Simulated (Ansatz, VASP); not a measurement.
**TaN in VASP and in Ansatz**

File INCAR:

```
SYSTEM = TaN
PREC     = Accurate       ! precision mode
ENCUT    = 600            ! plane-wave cutoff, eV
EDIFF    = 1E-6           ! SCF threshold, eV
ISMEAR   = -1             ! smearing method
SIGMA    = 0.05           ! smearing width, eV
LREAL    = .False.        ! projectors in reciprocal space
LASPH    = .True.         ! aspherical terms in the spheres
NELM     = 100            ! most SCF steps
ALGO     = Normal         ! electronic algorithm
ISIF     = 3              ! what is computed and relaxed
LWAVE    = .False.        ! write WAVECAR
LCHARG   = .False.        ! write CHGCAR
GGA      = RP             ! functional
IVDW     = 13             ! dispersion correction
IBRION   = 2              ! ionic algorithm
NSW      = 60             ! ionic steps
EDIFFG   = -0.01          ! ionic threshold
```

Contents of KPOINTS:

```
regular mesh
0
Gamma
  6 6 9
  0 0 0
```

Contents of POSCAR:

```
TaN
1.0
    5.1960000000      0.0000000000      0.0000000000
   -2.5980000000      4.4998679981      0.0000000000
    0.0000000000      0.0000000000      2.9110000000
Ta N
3 3
Direct
    0.0000000000      0.0000000000      0.0000000000
    0.6666666667      0.3333333333      0.5000000000
    0.3333333333      0.6666666667      0.5000000000
    0.0000000000      0.3928500000      0.0000000000
    0.6071500000      0.6071500000      0.0000000000
    0.3928500000      0.0000000000      0.0000000000
```

Contents of input.yaml:

```yaml
crystal:
  lattice:
    - [5.196, 0.0, 0.0]
    - [-2.598, 4.4998679981, 0.0]
    - [0.0, 0.0, 2.911]
  atoms:
    - { symbol: Ta, position: [0.0, 0.0, 0.0] }
    - { symbol: Ta, position: [0.6666666667, 0.3333333333, 0.5] }
    - { symbol: Ta, position: [0.3333333333, 0.6666666667, 0.5] }
    - { symbol: "N", position: [0.0, 0.39285, 0.0] }
    - { symbol: "N", position: [0.60715, 0.60715, 0.0] }
    - { symbol: "N", position: [0.39285, 0.0, 0.0] }
hamiltonian:
  xc: rpbe
  pseudopotentials: { kind: paw }
  dispersion: d4
kpoints:
  mp_grid: { grid: [6, 6, 9] }
scf:
  occupations: { method: fermi_dirac, width: 0.05 }
output:
  forces: true
  stress: true
  eigenvalues: true
relax:
  f_tol: 0.01
  max_steps: 40
  cell: { stress_tol: 0.05 }
```

Alike in both runs: task relaxation of cell and atoms; functional RPBE; dispersion D4; k mesh 6 × 6 × 9; occupations fermi-dirac, width 0.05 eV; no spin polarisation.

|  | VASP | Ansatz |
| --- | --- | --- |
| version | VASP 6.6.1 | Ansatz 0.2.0 |
| potentials or method | VASP PAW PBE potentials, release 64 (Ta_pv, N) | Ansatz PAW |
| plane-wave cutoff (eV) | 600 | 420 |
| valence electrons in the cell | 48 | 54 |

VASP gave:

* gap on the k mesh at the Fermi level, each at its own relaxed structure (eV): none
* relaxed volume (Å³/atom): 11.35
* relaxed cell length with the largest relative difference (Å): 5.201

Task: What did Ansatz give for the same quantities?

Result: gap on the k mesh at the Fermi level, each at its own relaxed structure (eV): none; relaxed volume (Å³/atom): 11.32; relaxed cell length with the largest relative difference (Å): 5.196.

VASP's potentials were made for PBE, not for RPBE. A gap of «none» marks a metal or a gap that the smearing closes. VASP's potentials hold 48 valence electrons a cell and Ansatz's 54, so a difference there can come from the potentials and not from the codes.

Spin-orbit coupling is off throughout. Noted on Ansatz's run: the plane-wave basis is chosen anew once the cell has moved, so the energies of steps on either side of that aren't comparable.
